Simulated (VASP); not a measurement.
Wanted: the native input for a VASP 6.6.1 run.

```yaml
Task: relaxation of cell and atoms
Functional: PBE
Potentials_or_basis: VASP PAW PBE potentials, release 64 (Be, Ge_d, Pt)
Cutoff: 600 eV
k_mesh: 4 × 4 × 4
Occupations: gaussian, width 0.1 eV
Spin: no spin polarisation
Dipole_correction: no
Further_INCAR_settings: ALGO = Normal; EDIFF = 1e-06; IBRION = 2; EDIFFG = -0.04; NSW = 90; ISIF = 3
```

The structure of Be4Ge3Pt lies in POSCAR:

```
Be4Ge3Pt
1.0
    4.8419015290      0.0000000000      0.0000000000
    0.0000000000      4.8419015290      0.0000000000
    0.0000000000      0.0000000000      4.8419015290
Be Ge Pt
4 3 1
Direct
    0.2350000000      0.2350000000      0.2350000000
    0.2350000000      0.7650000000      0.7650000000
    0.7650000000      0.7650000000      0.2350000000
    0.7650000000      0.2350000000      0.7650000000
    0.5000000000      0.0000000000      0.0000000000
    0.0000000000      0.5000000000      0.0000000000
    0.0000000000      0.0000000000      0.5000000000
    0.0000000000      0.0000000000      0.0000000000
```

The input as run:

INCAR

```
  PREC = Accurate
  ENCUT = 600
  EDIFF = 1E-6
  ISMEAR = 0
  SIGMA = 0.1
  LREAL = False
  LASPH = True
  NELM = 80
  ALGO = Normal
  ISIF = 3
  LWAVE = False
  LCHARG = False
  GGA = PE
  IBRION = 2
  NSW = 90
  EDIFFG = -0.04
```

KPOINTS

```
regular mesh
0
Gamma
  4 4 4
```

Potentials or basis: VASP PAW PBE potentials, release 64 (Be, Ge_d, Pt).

Launch:

```bash
$ cat potpaw_PBE.64/Be/POTCAR potpaw_PBE.64/Ge_d/POTCAR potpaw_PBE.64/Pt/POTCAR > POTCAR
$ mpirun -np 1 vasp_std > vasp.out
```

Results of the run:

| Quantity | Value |
| --- | --- |
| Relaxed volume | 18.56 Å³/atom |
| Relaxed cell | a = 5.295 Å, b = 5.295 Å, c = 5.295 Å, α = 90.00°, β = 90.00°, γ = 90.00° |
| Space group after relaxing (to 0.05 Å) | P-43m (No. 215) |
| Energy gained by relaxing | 764.5 meV/atom |
| Ionic steps | 12 |
| Pressure after relaxing | 0.1 GPa |
| Largest force after relaxing | 0.015 eV/Å |
| Band gap on the k mesh | zero (band 30 reaches 4.69 eV, above the bottom of band 31 at 3.47 eV) |

Caveat: the volume moved by over 15 % at a fixed basis, so the end points are rough; spin-orbit coupling is left out, which moves the levels of the heavy elements.

Wall time 12 min on 1 thread of Oxide Virtual Turin-like Processor, on a shared host, peak memory 0.24 GiB.
